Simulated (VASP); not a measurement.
# SnPt3 (Pm-3m) in VASP: relaxation of cell and atoms with LDA

Aim: the relaxation of cell and atoms of SnPt3 with LDA.

All numbers are computed with VASP 6.6.1; they aren't measurements. Logs are shortened: lines on timing, memory, paths and dates and some standing lists are left out, and cuts for length are marked.

## (1) The cell of the first run

Symmetry: Pm-3m, No. 221, cubic system. Conventional cell: a = 3.980 Å, b = 3.980 Å, c = 3.980 Å, α = 90.00°, β = 90.00°, γ = 90.00°. Within 3.7 Å of Sn (site symmetry m-3m) lie 12 Pt at 2.81 Å. Pt (site symmetry 4/mmm) has 4 Sn at 2.81 Å and 8 Pt at 2.81 Å within 3.7 Å.

## (2) Relaxation of cell and atoms, LDA

File INCAR:

```
SYSTEM = SnPt3
PREC     = Accurate       ! precision mode
ENCUT    = 600            ! plane-wave cutoff, eV
EDIFF    = 1E-6           ! SCF threshold, eV
ISMEAR   = -1             ! smearing method
SIGMA    = 0.15           ! smearing width, eV
LREAL    = .False.        ! projectors in reciprocal space
LASPH    = .True.         ! aspherical terms in the spheres
NELM     = 100            ! most SCF steps
ALGO     = Fast           ! electronic algorithm
ISIF     = 3              ! what is computed and relaxed
LWAVE    = .False.        ! write WAVECAR
LCHARG   = .False.        ! write CHGCAR
IBRION   = 2              ! ionic algorithm
NSW      = 80             ! ionic steps
EDIFFG   = -0.001         ! ionic threshold
```

File KPOINTS:

```
Automatic mesh
0
Gamma
  10 10 10
  0 0 0
```

File POSCAR:

```
SnPt3
1.0
    3.9796972589      0.0000000000      0.0000000000
    0.0000000000      3.9796972589      0.0000000000
    0.0000000000      0.0000000000      3.9796972589
Sn Pt
1 3
Direct
    0.0000000000      0.0000000000      0.0000000000
    0.0000000000      0.5000000000      0.5000000000
    0.5000000000      0.0000000000      0.5000000000
    0.5000000000      0.5000000000      0.0000000000
```

Potentials or basis: VASP PAW LDA potentials, release 64 (Sn_d, Pt).

Run with:

```bash
cat potpaw_LDA.64/Sn_d/POTCAR potpaw_LDA.64/Pt/POTCAR > POTCAR
mpirun -np 1 vasp_std > vasp.out
```

OUTCAR:

```text
SYSTEM = SnPt3
   PREC = Accurate
   ENCUT = 600
   EDIFF = 1E-6
   ISMEAR = -1
   LREAL = .False.
   LASPH = .True.
   NELM = 100
   ISIF = 3
   IBRION = 2
   NSW = 80
   EDIFFG = -0.001

 ion  position               nearest neighbor table
   1  0.000  0.000  0.000-   2 2.81   3 2.81   4 2.81   2 2.81   3 2.81   2 2.81   4 2.81   2 2.81
                             3 2.81   4 2.81   3 2.81   4 2.81
   2  0.000  0.500  0.500-   1 2.81   3 2.81   4 2.81   1 2.81   4 2.81   1 2.81   3 2.81   1 2.81
                             3 2.81   4 2.81   4 2.81   3 2.81
   3  0.500  0.000  0.500-   1 2.81   2 2.81   4 2.81   1 2.81   4 2.81   2 2.81   4 2.81   4 2.81
                             1 2.81   2 2.81   1 2.81   2 2.81
   4  0.500  0.500  0.000-   1 2.81   2 2.81   3 2.81   2 2.81   3 2.81   1 2.81   3 2.81   3 2.81
                             1 2.81   2 2.81   2 2.81   1 2.81

  LATTYP: Found a simple cubic cell.
 ALAT       =     3.9796972589

  Lattice vectors:

 A1 = (   3.9796972589,   0.0000000000,   0.0000000000)
 A2 = (   0.0000000000,   3.9796972589,   0.0000000000)
 A3 = (   0.0000000000,   0.0000000000,   3.9796972589)

Analysis of symmetry for initial positions (statically):
=====================================================================
 Subroutine PRICEL returns:
 Original cell was already a primitive cell.

 Routine SETGRP: Setting up the symmetry group for a
 simple cubic supercell.

 Subroutine GETGRP returns: Found 48 space group operations
 (whereof 48 operations were pure point group operations)
 out of a pool of 48 trial point group operations.

The static configuration has the point symmetry O_h .

Analysis of symmetry for dynamics (positions and initial velocities):
=====================================================================
 Subroutine PRICEL returns:
 Original cell was already a primitive cell.

 Routine SETGRP: Setting up the symmetry group for a
 simple cubic supercell.

 Subroutine GETGRP returns: Found 48 space group operations
 (whereof 48 operations were pure point group operations)
 out of a pool of 48 trial point group operations.

The dynamic configuration has the point symmetry O_h .

 Subroutine INISYM returns: Found 48 space group operations
 (whereof 48 operations are pure point group operations),
 and found     1 'primitive' translations

----------------------------------------------------------------------------------------

                                     Primitive cell

  volume of cell :      63.0304

  direct lattice vectors                    reciprocal lattice vectors
     3.979697259  0.000000000  0.000000000     0.251275395  0.000000000  0.000000000
     0.000000000  3.979697259  0.000000000     0.000000000  0.251275395  0.000000000
     0.000000000  0.000000000  3.979697259     0.000000000  0.000000000  0.251275395

  length of vectors
     3.979697259  3.979697259  3.979697259     0.251275395  0.251275395  0.251275395

  position of ions in fractional coordinates (direct lattice)
     0.000000000  0.000000000  0.000000000
     0.000000000  0.500000000  0.500000000
     0.500000000  0.000000000  0.500000000
     0.500000000  0.500000000  0.000000000

  ion indices of the primitive-cell ions
   primitive index   ion index
                 1           1
                 2           2
                 3           3
                 4           4

----------------------------------------------------------------------------------------

 KPOINTS: Automatic mesh

Automatic generation of k-mesh.
 Grid dimensions read from file:
 generate k-points for:   10   10   10

 Generating k-lattice:

  Cartesian coordinates                     Fractional coordinates (reciprocal lattice)
     0.025127539  0.000000000  0.000000000     0.100000000  0.000000000  0.000000000
     0.000000000  0.025127539  0.000000000     0.000000000  0.100000000  0.000000000
     0.000000000  0.000000000  0.025127539     0.000000000  0.000000000  0.100000000

  Length of vectors
     0.025127539  0.025127539  0.025127539

  Shift w.r.t. Gamma in fractional coordinates (k-lattice)
     0.000000000  0.000000000  0.000000000

 Subroutine IBZKPT returns following result:
 ===========================================

 Found     56 irreducible k-points:

 Following reciprocal coordinates:
            Coordinates               Weight
  0.000000  0.000000  0.000000      1.000000
  0.100000  0.000000  0.000000      6.000000
  0.200000  0.000000  0.000000      6.000000
  0.300000  0.000000  0.000000      6.000000
  0.400000  0.000000  0.000000      6.000000
  0.500000  0.000000  0.000000      3.000000
[... 16 lines left out ...]
  0.200000  0.100000  0.100000     24.000000
  0.300000  0.100000  0.100000     24.000000
 [... further k-points ...]
   k-points           NKPTS =     56   k-points in BZ     NKDIM =     56   number of bands    NBANDS=     26
   number of dos      NEDOS =    301   number of ions     NIONS =      4
   total plane-waves  NPLWV =  32768
   dimension x,y,z NGX =    32 NGY =   32 NGZ =   32
   dimension x,y,z NGXF=    64 NGYF=   64 NGZF=   64
   ions per type =               1   3
   NGX,Y,Z   is equivalent  to a cutoff of  13.37, 13.37, 13.37 a.u.
   NGXF,Y,Z  is equivalent  to a cutoff of  26.74, 26.74, 26.74 a.u.
 SYSTEM =  SnPt3
   PREC   = accura    normal or accurate (medium, high low for compatibility)
   ISTART =      0    job   : 0-new  1-cont  2-samecut
   ICHARG =      2    charge: 1-file 2-atom 10-const
   ISPIN  =      1    spin polarized calculation?
   LNONCOLLINEAR =      F non collinear calculations
   LSORBIT =      F    spin-orbit coupling
   LASPH  =      T    aspherical Exc in radial PAW
   ENCUT  =  600.0 eV  44.10 Ry    6.64 a.u.   7.95  7.95  7.95*2*pi/ulx,y,z
   NELM   =    100;   NELMIN=  2; NELMDL= -5     # of ELM steps
   EDIFF  = 0.1E-05   stopping-criterion for ELM
   LREAL  =      F    real-space projection
   EDIFFG = -.1E-02   stopping-criterion for IOM
   NSW    =     80    number of steps for IOM
   IBRION =      2    ionic relax: 0-MD 1-quasi-New 2-CG
   NFREE  =      1    steps in history (QN), initial steepest desc. (CG)
   ISIF   =      3    stress and relaxation
   ISYM   =      2    0-nonsym 1-usesym 2-fastsym
   POTIM  = 0.5000    time-step for ionic-motion
   TEBEG  =    0.0;   TEEND  =   0.0 temperature during run
   PSTRESS=    0.0 pullay stress
   NELECT =      44.0000    total number of electrons
   NUPDOWN=      -1.0000    fix difference up-down
   EMIN   =  10.00;   EMAX   =-10.00  energy-range for DOS
   EFERMI =   0.00;   METHOD = LEGACY
   ISMEAR =    -1;   SIGMA  =   0.15  broadening in eV -4-tet -1-fermi 0-gaus
   EFERMI_NEDOS =   21; number of points for ismear=-14 and -15
   IALGO  =     68    algorithm
   IMIX   =      4    mixing-type and parameters
     AMIX     =   0.40;   BMIX     =  1.00
     AMIX_MAG =   1.60;   BMIX_MAG =  1.00
  volume/ion in A,a.u.               =      15.76       106.34
  Fermi-wavevector in a.u.,A,eV,Ry     =   1.452253  2.744361 28.695224  2.109039
  Thomas-Fermi vector in A             =   2.569656
   LORBIT       =      0    0 simple, 1 ext, 2 COOP (PROOUT), +10 PAW based schemes
   GGA     = CA    functional components
   LHFCALC =     F    Hartree Fock is set to
   AEXX    =    0.0000 exact exchange contribution
   IVDW    =     0    specifies the selected vdW correction
   LEPSILON=     F    determine dielectric tensor
   LRPA    =     F    only Hartree local field effects (RPA)
 conjugate gradient relaxation of ions
 non-spin polarized calculation
 RMM-DIIS sequential band-by-band and
  energy-cutoff  :      600.00
  volume of cell :       63.03
 maximum number of plane-waves:      2176
 NGX is ok and might be reduce to    32
   NGX = 15   NGY = 15   NGZ = 15

--------------------------------------- Ionic step        1  -------------------------------------------

 number of electron      44.0000004 magnetization

 Free energy of the ion-electron system (eV)
  ---------------------------------------------------
  ext. energy  EPLUGINS =         0.00000000
  ---------------------------------------------------
  free energy    TOTEN  =       -28.62886831 eV

  energy without entropy =      -28.53537644  energy(sigma->0) =      -28.58212238

------------------------ aborting loop because EDIFF is reached ----------------------------------------

  FORCE on cell =-STRESS in cart. coord.  units (eV):
  Direction    XX          YY          ZZ          XY          YZ          ZX
  --------------------------------------------------------------------------------------
  -------------------------------------------------------------------------------------
  Total        0.3704065      0.3704065      0.3704065      0.0000000      0.0000000     -0.0000000
  in kB        9.4154061      9.4154061      9.4154061      0.0000000      0.0000000     -0.0000000
  external PRESSURE =       9.4154061 kB  Pullay stress =       0.0000000 kB

 VOLUME and BASIS-vectors are now :
 -----------------------------------------------------------------------------
  energy-cutoff  :      600.00
  volume of cell :       63.03
      direct lattice vectors                 reciprocal lattice vectors
     3.979697259  0.000000000  0.000000000     0.251275395  0.000000000  0.000000000
     0.000000000  3.979697259  0.000000000     0.000000000  0.251275395  0.000000000
     0.000000000  0.000000000  3.979697259     0.000000000  0.000000000  0.251275395
[... 153 lines left out ...]
 POSITION                                       TOTAL-FORCE (eV/Angst)
 -----------------------------------------------------------------------------------
     -0.00000      3.98477      0.00000        -0.000000     -0.000000      0.000000
      3.98477      1.99239      1.99239         0.000000     -0.000000      0.000000
      1.99239      0.00000      1.99239        -0.000000      0.000000      0.000000
      1.99239      1.99239      0.00000         0.000000      0.000000      0.000000
 -----------------------------------------------------------------------------------
    total drift:                                0.000000     -0.000000     -0.000000

  FREE ENERGIE OF THE ION-ELECTRON SYSTEM (eV)
  ---------------------------------------------------
  free  energy   TOTEN  =       -28.6296444233 eV

  energy  without entropy=      -28.5357479479  energy(sigma->0) =      -28.58269619

--------------------------------------- Ionic step        6  -------------------------------------------

 number of electron      44.0000008 magnetization

 Free energy of the ion-electron system (eV)
  ---------------------------------------------------
  ext. energy  EPLUGINS =         0.00000000
  ---------------------------------------------------
  free energy    TOTEN  =       -28.62964598 eV

  energy without entropy =      -28.53573066  energy(sigma->0) =      -28.58268832

 E-fermi :  12.0960     XC(G=0): -13.3940

 val. band max:       12.0243680093   @ k =   0.1000   0.1000   0.0000
 cond. band min:      12.1647912184   @ k =   0.0000   0.0000   0.0000
 fundamental gap:      0.1404232091
 Fermi energy:        12.0959890913

 k-point     1 :       0.0000    0.0000    0.0000
  band No.  band energies     occupation
      1      -9.8843      2.00000
      2      -9.8843      2.00000
      3      -9.8686      2.00000
      4      -9.8686      2.00000
      5      -9.8686      2.00000
      6      -0.1567      2.00000
[... 18 lines left out ...]
     25      15.0069      0.00000
     26      18.3920      0.00000
[... 644 lines left out ...]
      4      -9.8572      2.00000
      5      -9.8488      2.00000
      6       1.0272      2.00000
[... 18 lines left out ...]
     25      15.5683      0.00000
     26      17.3036      0.00000

 [... further k-points ...]
[... 5 lines left out ...]
  --------------------------------------------------------------------------------------
  -------------------------------------------------------------------------------------
  Total       -0.0023639     -0.0023639     -0.0023639      0.0000000     -0.0000000      0.0000000
  in kB       -0.0598468     -0.0598468     -0.0598468      0.0000000     -0.0000000      0.0000000
  external PRESSURE =      -0.0598468 kB  Pullay stress =       0.0000000 kB

 VOLUME and BASIS-vectors are now :
 -----------------------------------------------------------------------------
  energy-cutoff  :      600.00
  volume of cell :       63.28
      direct lattice vectors                 reciprocal lattice vectors
     3.985022342  0.000000000  0.000000000     0.250939622  0.000000000  0.000000000
    -0.000000000  3.985022342  0.000000000    -0.000000000  0.250939622 -0.000000000
    -0.000000000  0.000000000  3.985022342    -0.000000000 -0.000000000  0.250939622

 POSITION                                       TOTAL-FORCE (eV/Angst)
 -----------------------------------------------------------------------------------
      0.00000      0.00000      0.00000        -0.000000     -0.000000      0.000000
     -0.00000      1.99251      1.99251         0.000000      0.000000      0.000000
      1.99251      0.00000      1.99251        -0.000000      0.000000      0.000000
      1.99251      1.99251      0.00000         0.000000     -0.000000      0.000000
 -----------------------------------------------------------------------------------
    total drift:                                0.000000     -0.000000     -0.000000

  FREE ENERGIE OF THE ION-ELECTRON SYSTEM (eV)
  ---------------------------------------------------
  free  energy   TOTEN  =       -28.6296459768 eV

  energy  without entropy=      -28.5357306595  energy(sigma->0) =      -28.58268832

 reached required accuracy - stopping structural energy minimisation
```

It took 7.1 min on 1 thread of Intel Xeon 8259CL, shared host; peak memory 0.24 GiB.

What came out:

| Property | Result |
| --- | --- |
| Free energy | -28.6296 eV |
| Relaxed volume | 15.82 Å³/atom |
| Relaxed cell | a = 3.985 Å, b = 3.985 Å, c = 3.985 Å, α = 90.00°, β = 90.00°, γ = 90.00° |
| Space group after relaxing (to 0.1 Å) | Pm-3m (No. 221) |
| Energy gained by relaxing | 0.2 meV/atom |
| Ionic steps | 6 |
| Pressure after relaxing | 0.0 GPa |
| Band gap on the k mesh | zero (bands 22 and 23 overlap by 0.47 eV) |

The path:
```
step  energy change (eV)  largest force (eV/Å)  pressure (GPa)  volume (Å³)
   1              0.0000                0.0000            0.94        63.03
   2              0.0034                0.0000           -2.24        63.88
   3             -0.0008                0.0000            0.02        63.28
   4             -0.0008                0.0000           -0.02        63.29
   5             -0.0008                0.0000            0.05        63.27
   6             -0.0008                0.0000           -0.01        63.28
```

Final structure:
```cif
data_structure
_symmetry_space_group_name_H-M 'P 1'
_symmetry_Int_Tables_number 1
_cell_length_a 3.9850
_cell_length_b 3.9850
_cell_length_c 3.9850
_cell_angle_alpha 90.000
_cell_angle_beta 90.000
_cell_angle_gamma 90.000
_cell_volume 63.28
loop_
_atom_site_label
_atom_site_type_symbol
_atom_site_fract_x
_atom_site_fract_y
_atom_site_fract_z
_atom_site_occupancy
Sn1 Sn 0.00000 0.00000 0.00000 1
Pt1 Pt 0.00000 0.50000 0.50000 1
Pt2 Pt 0.50000 0.00000 0.50000 1
Pt3 Pt 0.50000 0.50000 0.00000 1
```

Levels at points of the mesh, in eV from the Fermi level:
```csv
k point,band 19,band 20,band 21,band 22,band 23,band 24,band 25,band 26
"(0.00, 0.00, 0.00)",-1.33,-1.33,-0.48,0.07,0.07,0.07,2.91,6.30
"(0.50, 0.00, 0.00)",-2.62,-2.48,-1.22,0.07,1.77,3.87,3.87,5.33
"(0.50, 0.50, 0.00)",-2.72,-2.21,-2.04,-1.66,0.86,0.86,5.08,6.71
"(0.50, 0.50, 0.50)",-2.20,-2.20,-0.87,-0.39,-0.39,-0.39,0.86,3.64
```

Caveat: spin-orbit coupling is left out, which moves the levels of the heavy elements.

The gap in the log of VASP goes by the Fermi energy; the results here count the filled bands.